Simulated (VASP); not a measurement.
Runs of VASP 6.6.1 on CsPbBr3. The structure is that of space group Pm-3m (No. 221), or close to it. The cells are those of the table. 

```csv
task,cell,k mesh,cutoff (eV),smearing,gap on the mesh (eV),pressure (GPa)
single point,"a = 5.795 Å, 5 atoms",4 × 4 × 4,520,gaussian 0.1 eV,(a),2.0
relaxation of cell and atoms,"relaxed to 1.7 GPa from a = 5.605 Å, 5 atoms",4 × 4 × 4,600,gaussian 0.1 eV,1.76,1.7
single point,"a = 5.804 Å, 5 atoms",6 × 6 × 6,520,gaussian 0.02 eV,1.74,1.7
single point,"a = 5.804 Å, 5 atoms",6 × 6 × 6,520,gaussian 0.01 eV,1.74,1.7
```

Alike in all rows: level r2SCAN; potentials or basis VASP PAW PBE potentials, release 64 (Cs_sv, Pb_d, Br); no spin polarisation.

Estimate the missing entries.

(a) 1.72.

Caveats: the PAW data sets were made with another functional, which shifts forces and pressure a little; spin-orbit coupling is left out, which moves the levels of the heavy elements; the cell is relaxed towards a set pressure, so the run minimises the enthalpy, not the energy (at least some runs).

A k mesh can miss the band edges, and the runs leave out spin-orbit coupling on Br, Cs, Pb.
